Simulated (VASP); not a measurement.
Wanted: the native input for a VASP 6.6.1 run.

| Item | Value |
| --- | --- |
| Task | single point |
| Functional | HSE06 |
| Potentials or basis | VASP PAW PBE potentials, release 64 (B, N) |
| Cutoff | 520 eV |
| k mesh | 9 × 9 × 4 |
| Occupations | gaussian, width 0.01 eV |
| Spin | no spin polarisation |
| Dipole correction | no |
| Grid for exact exchange (PRECFOCK) | Normal |
| Further INCAR settings | ALGO = Normal; EDIFF = 1e-06; NBANDS = 16 |
| Share of exact exchange | 0.25 |
| Screening parameter | 0.2079 1/Å |

BN:

```
CELL_PARAMETERS angstrom
2.64571 0.00000 0.00000
-1.32285 2.29125 0.00000
0.00000 0.00000 4.18964
ATOMIC_POSITIONS crystal
B 0.33333 0.66667 0.00037
B 0.66667 0.33333 0.50037
N 0.33333 0.66667 0.37463
N 0.66667 0.33333 0.87463
```

This cell differs from its parent crystal: epitaxial xy strain +4.0%.

These files were run (other wordings do the same):

POSCAR

```
BN
1.0
    2.6457080014      0.0000000000      0.0000000000
   -1.3228540007      2.2912503402      0.0000000000
    0.0000000000      0.0000000000      4.1896410019
B N
2 2
Direct
    0.3333333333      0.6666666667      0.0003656847
    0.6666666667      0.3333333333      0.5003656847
    0.3333333333      0.6666666667      0.3746343153
    0.6666666667      0.3333333333      0.8746343153
```

INCAR.step1

```
  PREC = Accurate
  ENCUT = 520
  EDIFF = 1E-5
  ISMEAR = 0
  SIGMA = 0.01
  LREAL = False
  LASPH = True
  NELM = 80
  ALGO = Normal
  ISIF = 2
  LWAVE = True
  LCHARG = False
  GGA = PE
  NBANDS = 16
```

INCAR.step2

```
  PREC = Accurate
  ENCUT = 520
  EDIFF = 1E-6
  ISMEAR = 0
  SIGMA = 0.01
  LREAL = False
  LASPH = True
  NELM = 80
  ALGO = Normal
  ISIF = 2
  LWAVE = False
  LCHARG = False
  GGA = PE
  LHFCALC = True
  HFSCREEN = 0.2079
  PRECFOCK = Normal
  ISTART = 1
  NBANDS = 16
```

KPOINTS

```
Automatic mesh
0
Gamma
  9 9 4
```

Potentials or basis: VASP PAW PBE potentials, release 64 (B, N).

Command:

```sh
$ cat potpaw_PBE.64/B/POTCAR potpaw_PBE.64/N/POTCAR > POTCAR
$ cp INCAR.step1 INCAR
$ mpirun -np 1 vasp_std > vasp.out
$ cp INCAR.step2 INCAR
$ mpirun -np 1 vasp_std > vasp.out
```

It gave:

- Pressure: -28.3 GPa
- Largest force: 0.058 eV/Å
- Band gap on the k mesh: 6.70 eV (least direct gap 9.15 eV)

Caveat: the cell differs from its parent crystal (epitaxial xy strain +4.0%); the cell stands under tension; the PAW data sets were made with another functional, which shifts forces and pressure a little; an odd mesh through Γ misses points on the zone boundary, where band edges can lie.

It took 40 min on 1 thread of Intel(R) Xeon(R) Platinum 8259CL CPU @ 2.50GHz (Skylake/Cascade Lake), with other jobs on the host, peak memory 0.26 GiB.
